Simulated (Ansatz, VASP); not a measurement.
# Two plane-wave programs on Y

Contents of INCAR:

```
ALGO = Fast
EDIFF = 1E-6
ENCUT = 520
GGA = PS
ISIF = 2
ISMEAR = 0
LASPH = T
LCHARG = F
LREAL = F
LWAVE = F
NBANDS = 30
NELM = 100
PREC = Accurate
SIGMA = 0.1
```

KPOINTS

```
k-points
0
Gamma
  6 6 2
```

The input POSCAR:

```
Y
1.0
    3.4064735246     -2.2514184081      0.0000000000
    3.4064735246      2.2514184081      0.0000000000
    0.0000000000      0.0000000000      9.1840967804
Y
4
Direct
    0.8500000000      0.1500000000      0.1170000000
    0.6500000000      0.3500000000      0.6170000000
    0.1500000000      0.8500000000      0.8830000000
    0.3500000000      0.6500000000      0.3830000000
```

Input for Ansatz:

```yaml
crystal:
  lattice:
    - [3.4064735246, -2.2514184081, 0.0]
    - [3.4064735246, 2.2514184081, 0.0]
    - [0.0, 0.0, 9.1840967804]
  atoms:
    - { symbol: "Y", position: [0.85, 0.15, 0.117] }
    - { symbol: "Y", position: [0.65, 0.35, 0.617] }
    - { symbol: "Y", position: [0.15, 0.85, 0.883] }
    - { symbol: "Y", position: [0.35, 0.65, 0.383] }
basis:
  ecutwfc: 420
kpoints:
  mp_grid: { grid: [6, 6, 2] }
hamiltonian:
  xc: pbesol
scf:
  occupations: { method: gaussian, width: 0.1 }
  lower_state_search: "off"
output:
  forces: true
  stress: true
  eigenvalues: true
```

Alike in both runs: task single point; functional PBEsol; k mesh 6 × 6 × 2; occupations gaussian, width 0.1 eV; no spin polarisation.

```csv
,VASP,Ansatz
version,VASP 6.6.1,Ansatz 0.2.0
potentials or method,"VASP PAW PBE potentials, release 64 (Y_sv), cutoff 520 eV","scalar-relativistic, plane waves, PAW"
valence electrons in the cell,44,44
```

Ansatz gave:

```
gap on the k mesh at the Fermi level (eV)                     : none
pressure (GPa)                                                : -1.8
traceless stress, the component that is largest in VASP (GPa) : -10.19
rms of the force components (eV/Å)                            : 1.638
```

Problem. What did VASP give for the same quantities?

Solution. gap on the k mesh at the Fermi level (eV): none; pressure (GPa): -1.8; traceless stress, the component that is largest in VASP (GPa): -10.22; rms of the force components (eV/Å): 1.648.

VASP's potentials were made for PBE, not for PBEsol. Atom by atom the forces differ by 0.010 eV/Å (rms over components). A gap of «none» marks a metal or a gap that the smearing closes.
